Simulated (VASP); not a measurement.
# Ca11O12 (a cell with a defect) in VASP: single point with PBE

Aim: the single point of Ca11O12 (a cell with a defect) with PBE.

Everything below comes from runs of VASP 6.6.1. Logs are shortened: lines on timing, memory, paths and dates and some standing lists are left out, and cuts for length are marked.

## Step 1: The cell of the first run

The cell holds a defect, 23 atoms: a = 6.936 Å, b = 6.936 Å, c = 9.616 Å, α = 90.00°, β = 90.00°, γ = 120.00°.

## Step 2: Single point, PBE (atoms taken out, then relaxed in part)

Contents of INCAR:

```
PREC = Accurate
ENCUT = 520
EDIFF = 1E-6
ISMEAR = 0
SIGMA = 0.05
LREAL = Auto
LASPH = True
NELM = 60
ALGO = Normal
ISIF = 2
LWAVE = False
LCHARG = False
GGA = PE
NBANDS = 108
```

Contents of KPOINTS:

```
Automatic mesh
0
Gamma
  3 3 2
```

Contents of POSCAR:

```
Ca11O12
1.0
   -6.0065569693     -3.4678872831      0.0000000000
    6.0065569692     -3.4678872831      0.0000000000
    0.0000000000      0.0000000000      9.6159461465
Ca O
11 12
Direct
    0.3333333333     -0.0006756155      0.8761202265
    0.9983670588      0.3547637407      0.3756269255
    1.0079349863      0.3259144120      0.8802575407
    0.6682996078      0.6897300152      0.3756269255
    0.6587316804      0.6513127591      0.8802575407
    0.3333333333      0.1666666667      0.2500000000
    0.3333333333      0.3340089488      0.6238797735
    0.9983670588      0.6436033181      0.1243730745
    1.0079349863      0.6820205742      0.6197424593
    0.6682996078     -0.0214304074      0.1243730745
    0.6587316804      0.0074189213      0.6197424593
    0.3333333333     -0.0559075246      0.1016148843
    0.3333333333      0.0043313764      0.6407038278
    0.9858227200      0.3101021072      0.1304328717
    0.9938069660      0.3390312075      0.6265737452
    0.6808439467      0.6576127205      0.1304328717
    0.6728597007      0.6785575749      0.6265737452
    0.3333333333      0.3892408580      0.3983851157
    0.3333333333      0.3290019569      0.8592961722
    0.9858227200      0.6757206128      0.3695671283
    0.9938069660      0.6547757585      0.8734262548
    0.6808439467      0.0232312261      0.3695671283
    0.6728597007     -0.0056978742      0.8734262548
```

Potentials or basis: VASP PAW PBE potentials, release 64 (Ca_sv, O).

The run is started by

```
$ cat potpaw_PBE.64/Ca_sv/POTCAR potpaw_PBE.64/O/POTCAR > POTCAR
$ mpirun -np 1 vasp_std > vasp.out
```

OUTCAR:

```text
PREC = Accurate
   ENCUT = 520
   EDIFF = 1E-6
   ISMEAR = 0
   LREAL = Auto
   LASPH = True
   NELM = 60
   ISIF = 2
   GGA = PE

 ion  position               nearest neighbor table
   1  0.333  0.999  0.876-  12 2.20  13 2.26  19 2.29  21 2.37  23 2.37
   2  0.998  0.355  0.376-  18 2.22  22 2.25  20 2.27  14 2.37  15 2.42   8 3.14
   3  0.008  0.326  0.880-  19 2.26  23 2.31  21 2.33  14 2.41  15 2.44
   4  0.668  0.690  0.376-  18 2.22  20 2.25  22 2.27  16 2.37  17 2.42  10 3.14
   5  0.659  0.651  0.880-  19 2.26  21 2.31  23 2.33  16 2.41  17 2.44
   6  0.333  0.167  0.250-  18 2.10  12 2.10
   7  0.333  0.334  0.624-  18 2.20  19 2.26  13 2.29  15 2.37  17 2.37
   8  0.998  0.644  0.124-  12 2.22  16 2.25  14 2.27  20 2.37  21 2.42   2 3.14
   9  0.008  0.682  0.620-  13 2.26  17 2.31  15 2.33  20 2.41  21 2.44
  10  0.668  0.979  0.124-  12 2.22  14 2.25  16 2.27  22 2.37  23 2.42   4 3.14
  11  0.659  0.007  0.620-  13 2.26  15 2.31  17 2.33  22 2.41  23 2.44
  12  0.333  0.944  0.102-   6 2.10   1 2.20   8 2.22  10 2.22
  13  0.333  0.004  0.641-   9 2.26  11 2.26   1 2.26   7 2.29
  14  0.986  0.310  0.130-  10 2.25   8 2.27   2 2.37   3 2.41
  15  0.994  0.339  0.627-  11 2.31   9 2.33   7 2.37   2 2.42   3 2.44
  16  0.681  0.658  0.130-   8 2.25  10 2.27   4 2.37   5 2.41
  17  0.673  0.679  0.627-   9 2.31  11 2.33   7 2.37   4 2.42   5 2.44
  18  0.333  0.389  0.398-   6 2.10   7 2.20   4 2.22   2 2.22
  19  0.333  0.329  0.859-   3 2.26   5 2.26   7 2.26   1 2.29
  20  0.986  0.676  0.370-   4 2.25   2 2.27   8 2.37   9 2.41
  21  0.994  0.655  0.873-   5 2.31   3 2.33   1 2.37   8 2.42   9 2.44
  22  0.681  0.023  0.370-   2 2.25   4 2.27  10 2.37  11 2.41
  23  0.673  0.994  0.873-   3 2.31   5 2.33   1 2.37  10 2.42  11 2.44

  LATTYP: Found a hexagonal cell.
 ALAT       =     6.9357745662
 C/A-ratio  =     1.3864271473

  Lattice vectors:

 A1 = (  -6.0065569693,  -3.4678872831,   0.0000000000)
 A2 = (   6.0065569692,  -3.4678872831,   0.0000000000)
 A3 = (   0.0000000000,   0.0000000000,   9.6159461465)

Analysis of symmetry for initial positions (statically):
=====================================================================
 Subroutine PRICEL returns:
 Original cell was already a primitive cell.

 Routine SETGRP: Setting up the symmetry group for a
 hexagonal supercell.

 Subroutine GETGRP returns: Found  4 space group operations
 (whereof  1 operations were pure point group operations)
 out of a pool of 24 trial point group operations.

The static configuration has the point symmetry C_1 .
 The point group associated with its full space group is C_2h.

Analysis of symmetry for dynamics (positions and initial velocities):
=====================================================================
 Subroutine PRICEL returns:
 Original cell was already a primitive cell.

 Routine SETGRP: Setting up the symmetry group for a
 hexagonal supercell.

 Subroutine GETGRP returns: Found  4 space group operations
 (whereof  1 operations were pure point group operations)
 out of a pool of 24 trial point group operations.

The dynamic configuration has the point symmetry C_1 .
 The point group associated with its full space group is C_2h.

 Subroutine INISYM returns: Found  4 space group operations
 (whereof  1 operations are pure point group operations),
 and found     1 'primitive' translations

----------------------------------------------------------------------------------------

                                     Primitive cell

  volume of cell :     400.6015

  direct lattice vectors                    reciprocal lattice vectors
    -6.006556969 -3.467887283  0.000000000    -0.083242364 -0.144180003  0.000000000
     6.006556969 -3.467887283  0.000000000     0.083242364 -0.144180003  0.000000000
     0.000000000  0.000000000  9.615946147     0.000000000  0.000000000  0.103993927

  length of vectors
     6.935774566  6.935774566  9.615946147     0.166484727  0.166484727  0.103993927

  position of ions in fractional coordinates (direct lattice)
     0.333333333  0.999324384  0.876120226
     0.998367059  0.354763741  0.375626926
     0.007934986  0.325914412  0.880257541
     0.668299608  0.689730015  0.375626926
     0.658731680  0.651312759  0.880257541
     0.333333333  0.166666667  0.250000000
[... 15 lines left out ...]
     0.680843947  0.023231226  0.369567128
     0.672859701  0.994302126  0.873426255

  ion indices of the primitive-cell ions
   primitive index   ion index
                 1           1
                 2           2
                 3           3
                 4           4
                 5           5
                 6           6
[... 15 lines left out ...]
                22          22
                23          23

----------------------------------------------------------------------------------------

 KPOINTS: Automatic mesh

Automatic generation of k-mesh.
 Grid dimensions read from file:
 generate k-points for:    3    3    2

 Generating k-lattice:

  Cartesian coordinates                     Fractional coordinates (reciprocal lattice)
    -0.027747455 -0.048060001  0.000000000     0.333333333 -0.000000000  0.000000000
     0.027747455 -0.048060001  0.000000000    -0.000000000  0.333333333  0.000000000
     0.000000000  0.000000000  0.051996963     0.000000000  0.000000000  0.500000000

  Length of vectors
     0.055494909  0.055494909  0.051996963

  Shift w.r.t. Gamma in fractional coordinates (k-lattice)
     0.000000000  0.000000000  0.000000000

 Subroutine IBZKPT returns following result:
 ===========================================

 Found      8 irreducible k-points:

 Following reciprocal coordinates:
            Coordinates               Weight
  0.000000  0.000000  0.000000      1.000000
  0.333333  0.000000  0.000000      2.000000
  0.000000  0.333333  0.000000      4.000000
  0.333333  0.333333  0.000000      2.000000
  0.000000  0.000000  0.500000      1.000000
  0.333333  0.000000  0.500000      2.000000
  0.000000  0.333333  0.500000      4.000000
  0.333333  0.333333  0.500000      2.000000
   k-points           NKPTS =      8   k-points in BZ     NKDIM =      8   number of bands    NBANDS=    108
   number of dos      NEDOS =    301   number of ions     NIONS =     23
   total plane-waves  NPLWV = 209952
   dimension x,y,z NGX =    54 NGY =   54 NGZ =   72
   dimension x,y,z NGXF=   108 NGYF=  108 NGZF=  144
   ions per type =              11  12
   NGX,Y,Z   is equivalent  to a cutoff of  12.94, 12.94, 12.45 a.u.
   NGXF,Y,Z  is equivalent  to a cutoff of  25.89, 25.89, 24.90 a.u.
 SYSTEM =  unknown system
   PREC   = accura    normal or accurate (medium, high low for compatibility)
   ISTART =      0    job   : 0-new  1-cont  2-samecut
   ICHARG =      2    charge: 1-file 2-atom 10-const
   ISPIN  =      1    spin polarized calculation?
   LNONCOLLINEAR =      F non collinear calculations
   LSORBIT =      F    spin-orbit coupling
   LASPH  =      T    aspherical Exc in radial PAW
   ENCUT  =  520.0 eV  38.22 Ry    6.18 a.u.  12.90 12.90 17.88*2*pi/ulx,y,z
   NELM   =     60;   NELMIN=  2; NELMDL= -5     # of ELM steps
   EDIFF  = 0.1E-05   stopping-criterion for ELM
   LREAL  =      T    real-space projection
   EDIFFG = 0.1E-04   stopping-criterion for IOM
   NSW    =      0    number of steps for IOM
   IBRION =     -1    ionic relax: 0-MD 1-quasi-New 2-CG
   NFREE  =      0    steps in history (QN), initial steepest desc. (CG)
   ISIF   =      2    stress and relaxation
   ISYM   =      2    0-nonsym 1-usesym 2-fastsym
   POTIM  = 0.5000    time-step for ionic-motion
   TEBEG  =    0.0;   TEEND  =   0.0 temperature during run
   PSTRESS=    0.0 pullay stress
   NELECT =     182.0000    total number of electrons
   NUPDOWN=      -1.0000    fix difference up-down
   EMIN   =  10.00;   EMAX   =-10.00  energy-range for DOS
   EFERMI =   0.00;   METHOD = LEGACY
   ISMEAR =     0;   SIGMA  =   0.05  broadening in eV -4-tet -1-fermi 0-gaus
   EFERMI_NEDOS =   21; number of points for ismear=-14 and -15
   IALGO  =     38    algorithm
   IMIX   =      4    mixing-type and parameters
     AMIX     =   0.40;   BMIX     =  1.00
     AMIX_MAG =   1.60;   BMIX_MAG =  1.00
  volume/ion in A,a.u.               =      17.42       117.54
  Fermi-wavevector in a.u.,A,eV,Ry     =   1.258523  2.378263 21.549992  1.583880
  Thomas-Fermi vector in A             =   2.392128
   LORBIT       =      0    0 simple, 1 ext, 2 COOP (PROOUT), +10 PAW based schemes
   GGA     = PE    functional components
   LHFCALC =     F    Hartree Fock is set to
   AEXX    =    0.0000 exact exchange contribution
   IVDW    =     0    specifies the selected vdW correction
   LEPSILON=     F    determine dielectric tensor
   LRPA    =     F    only Hartree local field effects (RPA)
 non-spin polarized calculation
 Gauss-broadening in eV      SIGMA  =   0.05
  energy-cutoff  :      520.00
  volume of cell :      400.60
 maximum number of plane-waves:     10809
 NGX is ok and might be reduce to    54
   NGX = 25   NGY = 25   NGZ = 35

 number of electron     182.0000000 magnetization

 Free energy of the ion-electron system (eV)
  ---------------------------------------------------
  ext. energy  EPLUGINS =         0.00000000
  ---------------------------------------------------
  free energy    TOTEN  =      -140.09844631 eV

  energy without entropy =     -140.06335930  energy(sigma->0) =     -140.08090281

 E-fermi :   0.5113     XC(G=0):  -9.0288

 val. band max:        0.5018620707   @ k =   0.0000   0.3333   0.5000
 cond. band min:       0.5177795460   @ k =   0.3333   0.3333   0.0000
 fundamental gap:      0.0159174754
 Fermi energy:         0.5112865020

 k-point     1 :       0.0000    0.0000    0.0000
  band No.  band energies     occupation
      1     -38.1720      2.00000
      2     -36.8203      2.00000
      3     -36.7941      2.00000
      4     -36.7906      2.00000
      5     -36.7899      2.00000
      6     -36.6174      2.00000
[... 95 lines left out ...]
    102       6.1680      0.00000
    103       6.2716      0.00000

 k-point     2 :       0.3333    0.0000    0.0000
  band No.  band energies     occupation
      1     -38.1720      2.00000
      2     -36.8160      2.00000
      3     -36.7980      2.00000
      4     -36.7938      2.00000
      5     -36.7868      2.00000
      6     -36.6141      2.00000
[... 731 lines left out ...]
    102       6.6823      0.00000
    103       6.8592      0.00000
 [bands above 103 left out]

------------------------ aborting loop because EDIFF is reached ----------------------------------------

  FORCE on cell =-STRESS in cart. coord.  units (eV):
  Direction    XX          YY          ZZ          XY          YZ          ZX
  --------------------------------------------------------------------------------------
  -------------------------------------------------------------------------------------
  Total        4.5755708      4.4591272      4.7755751     -0.1008431     -3.0739810      5.3242917
  in kB       18.2996705     17.8339625     19.0995733     -0.4033149    -12.2941689     21.2941266
  external PRESSURE =      18.4110688 kB  Pullay stress =       0.0000000 kB

 VOLUME and BASIS-vectors are now :
 -----------------------------------------------------------------------------
  energy-cutoff  :      520.00
  volume of cell :      400.60
      direct lattice vectors                 reciprocal lattice vectors
    -6.006556969 -3.467887283  0.000000000    -0.083242364 -0.144180003  0.000000000
     6.006556969 -3.467887283  0.000000000     0.083242364 -0.144180003  0.000000000
     0.000000000  0.000000000  9.615946147     0.000000000  0.000000000  0.103993927

 POSITION                                       TOTAL-FORCE (eV/Angst)
 -----------------------------------------------------------------------------------
      4.00031     -4.62151      8.42472         0.000269     -0.000155     -0.006482
     -3.86584     -4.69251      3.61201         0.008033      0.001415     -0.001130
      1.90996     -1.15775      8.46451         0.005961      0.001417      0.006228
      0.12872     -4.70949      3.61201         0.002791     -0.007665     -0.001130
     -0.04456     -4.54309      8.46451         0.001753     -0.005871      0.006228
     -1.00109     -1.73394      2.40399        -0.000000     -0.000000     -0.000000
[... 15 lines left out ...]
     -3.94999     -2.44165      3.55374         0.031667      0.017786      0.004307
      1.93076     -5.78153      8.39882         0.004987      0.001769     -0.004507
 -----------------------------------------------------------------------------------
    total drift:                               -0.000005     -0.000001      0.000000

  FREE ENERGIE OF THE ION-ELECTRON SYSTEM (eV)
  ---------------------------------------------------
  free  energy   TOTEN  =      -140.0984463133 eV

  energy  without entropy=     -140.0633593009  energy(sigma->0) =     -140.08090281
```

Wall time 10 min (1 thread of AMD EPYC 9R45 (Zen 5), shared host); peak memory 0.56 GiB.

What came out:

```yaml
Free_energy: -140.0984 eV
Pressure: 1.8 GPa
Largest_force: 0.037 eV/Å
Band_gap_on_the_k_mesh: zero (bands 91 and 92 overlap by 0.05 eV)
```

Forces in eV/Å, atoms in the order of the input:
```
Ca   0.000  0.000 -0.006
Ca   0.008  0.001 -0.001
Ca   0.006  0.001  0.006
Ca   0.003 -0.008 -0.001
Ca   0.002 -0.006  0.006
Ca   0.000  0.000  0.000
Ca   0.000  0.000  0.006
Ca  -0.003  0.008  0.001
Ca  -0.002  0.006 -0.006
Ca  -0.008 -0.001  0.001
Ca  -0.006 -0.001 -0.006
O   -0.028  0.016 -0.010
O    0.009 -0.005 -0.028
O   -0.032 -0.018 -0.004
O   -0.005 -0.002  0.005
O    0.000  0.036 -0.004
O   -0.001  0.005  0.005
O    0.028 -0.016  0.010
O   -0.009  0.005  0.028
O    0.000 -0.036  0.004
O    0.001 -0.005 -0.005
O    0.032  0.018  0.004
O    0.005  0.002 -0.005
```

Levels at points of the mesh, in eV from the Fermi level:
| k point | band 87 | band 88 | band 89 | band 90 | band 91 | band 92 | band 93 | band 94 | band 95 | band 96 |
| --- | --- | --- | --- | --- | --- | --- | --- | --- | --- | --- |
| (0.00, 0.00, 0.00) | -0.30 | -0.27 | -0.16 | -0.02 | 0.03 | 0.26 | 3.23 | 4.57 | 4.77 | 4.96 |
| (0.00, 0.00, 0.50) | -0.38 | -0.27 | -0.18 | -0.13 | -0.02 | 0.04 | 3.49 | 4.21 | 4.80 | 4.86 |

Caveat: the cell differs from its parent crystal (atoms taken out, then relaxed in part).
